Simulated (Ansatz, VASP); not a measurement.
GaP: VASP beside Ansatz

The input INCAR:

```
ALGO = Normal
EDIFF = 1E-6
ENCUT = 500
GGA = PS
GGA_COMPAT = False
ISIF = 2
ISMEAR = 0
LASPH = True
LCHARG = True
LELF = True
LREAL = False
LVHAR = True
LWAVE = False
NBANDS = 16
NELM = 120
PREC = Accurate
SIGMA = 0.02
```

The input KPOINTS:

```
k-points
0
Gamma
  8 8 8
```

File POSCAR:

```
GaP
1.0
    0.0000000000      2.6637151339      2.6637151339
    2.6637151339      0.0000000000      2.6637151339
    2.6637151339      2.6637151339      0.0000000000
Ga P
1 1
Direct
    0.0000000000      0.0000000000      0.0000000000
    0.2500000000      0.2500000000      0.2500000000
```

Input for Ansatz:

```yaml
crystal:
  lattice:
    - [0.0, 2.6637151339, 2.6637151339]
    - [2.6637151339, 0.0, 2.6637151339]
    - [2.6637151339, 2.6637151339, 0.0]
  atoms:
    - { symbol: Ga, position: [0.0, 0.0, 0.0] }
    - { symbol: P, position: [0.25, 0.25, 0.25] }
basis:
  ecutwfc: 420
kpoints:
  mp_grid: { grid: [8, 8, 8] }
hamiltonian:
  xc: pbesol
scf:
  occupations: { method: gaussian, width: 0.02 }
output:
  forces: true
  stress: true
  eigenvalues: true
```

Alike in both runs: task single point; functional PBEsol; k mesh 8 × 8 × 8; occupations gaussian, width 0.02 eV; no spin polarisation.

```csv
,VASP,Ansatz
version,VASP 6.6.1,Ansatz 0.2.0
potentials or method,"VASP PAW PBE potentials, release 64 (Ga_d, P), cutoff 500 eV","scalar-relativistic, plane waves, PAW"
valence electrons in the cell,18,18
```

```csv
,VASP,Ansatz,Ansatz less VASP
gap on the k mesh at the Fermi level (eV),1.37,1.36,-0.003
least direct gap on the mesh (eV),2.32,2.31,-0.010
pressure (GPa),5.9,6.0,+0.13
```

VASP's potentials were made for PBE, not for PBEsol.
